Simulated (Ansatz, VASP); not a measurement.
In: VASP beside Ansatz

File INCAR:

```
PREC = Accurate
ENCUT = 520
EDIFF = 1E-6
ISMEAR = -1
SIGMA = 0.05
LREAL = False
LASPH = True
NELM = 80
ALGO = Fast
ISIF = 2
LWAVE = False
LCHARG = False
NBANDS = 12
```

The input KPOINTS:

```
Automatic mesh
0
Gamma
  10 10 10
```

File POSCAR:

```
In
1.0
   -1.8825252400      1.8825252400      1.8825252400
    1.8825252400     -1.8825252400      1.8825252400
    1.8825252400      1.8825252400     -1.8825252400
In
1
Direct
    0.0000000000      0.0000000000      0.0000000000
```

input.yaml

```yaml
crystal:
  lattice:
    - [-1.88252524, 1.88252524, 1.88252524]
    - [1.88252524, -1.88252524, 1.88252524]
    - [1.88252524, 1.88252524, -1.88252524]
  atoms:
    - { symbol: In, position: [0.0, 0.0, 0.0] }
kpoints:
  mp_grid: { grid: [10, 10, 10] }
scf:
  occupations: { method: fermi_dirac, width: 0.05 }
hamiltonian:
  xc: lda
  pseudopotentials: { kind: all_electron, lapw: { basis_error: 0.001 } }
output:
  forces: true
  stress: true
  eigenvalues: true
```

Alike in both runs: task single point; functional LDA; k mesh 10 × 10 × 10; occupations fermi-dirac, width 0.05 eV; no spin polarisation.

|  | VASP | Ansatz |
| --- | --- | --- |
| version | VASP 6.6.1 | Ansatz 0.2.0 |
| potentials or method | VASP PAW LDA potentials, release 64 (In_d), cutoff 520 eV | all-electron LAPW, scalar-relativistic |

```csv
,VASP,Ansatz,Ansatz less VASP
gap on the k mesh at the Fermi level (eV),none,none,-
pressure (GPa),-2.8,-2.8,0.00
```

LDA's correlation is that of Perdew and Zunger in VASP and of Perdew and Wang (1992) in Ansatz. A gap of «none» marks a metal or a gap that the smearing closes. Ansatz ran all-electron here, and VASP with PAW potentials.
